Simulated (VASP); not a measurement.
InAs:

```xyz
2
Lattice="0.0000 2.9924 2.9924 2.9924 0.0000 2.9924 2.9924 2.9924 0.0000" Properties=species:S:1:pos:R:3 pbc="T T T"
In    0.0000    0.0000    0.0000
As    4.4886    4.4886    4.4886
```

* Program: VASP 6.6.1
* Task: relaxation of cell and atoms
* Functional: PBEsol
* Potentials or basis: VASP PAW PBE potentials, release 64 (In_d, As)
* Cutoff: 600 eV
* k mesh: 12 × 12 × 12
* Occupations: gaussian, width 0.1 eV
* Spin: no spin polarisation

At the start: pressure 3.3 GPa; volume 26.80 Å³/atom.

**Question.** How do energy, volume and symmetry change on relaxing?

**Answer.** Over 3 steps the energy falls by 14.3 meV/atom and the volume is 28.24 Å³/atom (+5.4 %); space group F-43m (No. 216, to 0.05 Å).

The path:
| step | energy change (eV) | largest force (eV/Å) | pressure (GPa) | volume (Å³) |
| --- | --- | --- | --- | --- |
| 1 | 0.0000 | 0.0000 | 3.33 | 53.59 |
| 2 | -0.0217 | 0.0000 | -1.43 | 58.02 |
| 3 | -0.0286 | 0.0000 | 0.01 | 56.48 |

Final structure:
```
CELL_PARAMETERS angstrom
0.00000 3.04532 3.04532
3.04532 0.00000 3.04532
3.04532 3.04532 0.00000
ATOMIC_POSITIONS crystal
In 0.00000 0.00000 0.00000
As 0.75000 0.75000 0.75000
```

Caveat: the PAW data sets were made with another functional, which shifts forces and pressure a little.
